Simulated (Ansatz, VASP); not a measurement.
**SiO2: VASP beside Ansatz**

```
CELL_PARAMETERS angstrom
4.15495 0.00000 0.00000
0.00000 4.15495 0.00000
0.00000 0.00000 2.66136
ATOMIC_POSITIONS crystal
Si 0.00000 0.00000 0.00000
Si 0.50000 0.50000 0.50000
O 0.30557 0.30557 0.00000
O 0.19443 0.80557 0.50000
O 0.69443 0.69443 0.00000
O 0.80557 0.19443 0.50000
```

Alike in both runs: functional LDA; k mesh 8 × 8 × 12; occupations gaussian, width 0.02 eV; no spin polarisation.

Ansatz relaxed the structure, and its values are those at the end. VASP's run is a single point on that final structure, the one shown.

```csv
,VASP,Ansatz
version,VASP 6.6.1,Ansatz 0.2.0
potentials or method,"VASP PAW LDA potentials, release 64 (Si, O), cutoff 520 eV","scalar-relativistic, plane waves, PAW"
valence electrons in the cell,32,32
```

Ansatz gave:

```
gap on the k mesh at the Fermi level (eV) : 5.82
least direct gap on the mesh (eV)         : 5.82
pressure (GPa)                            : 0.0
rms of the force components (eV/Å)        : 0.000
```

Estimate VASP's values.

gap on the k mesh at the Fermi level (eV): 5.82; least direct gap on the mesh (eV): 5.82; pressure (GPa): 1.1; rms of the force components (eV/Å): 0.016.

Ansatz warns that its potentials were made for another functional, while VASP's fit it. LDA's correlation is that of Perdew and Zunger in VASP and of Perdew and Wang (1992) in Ansatz.
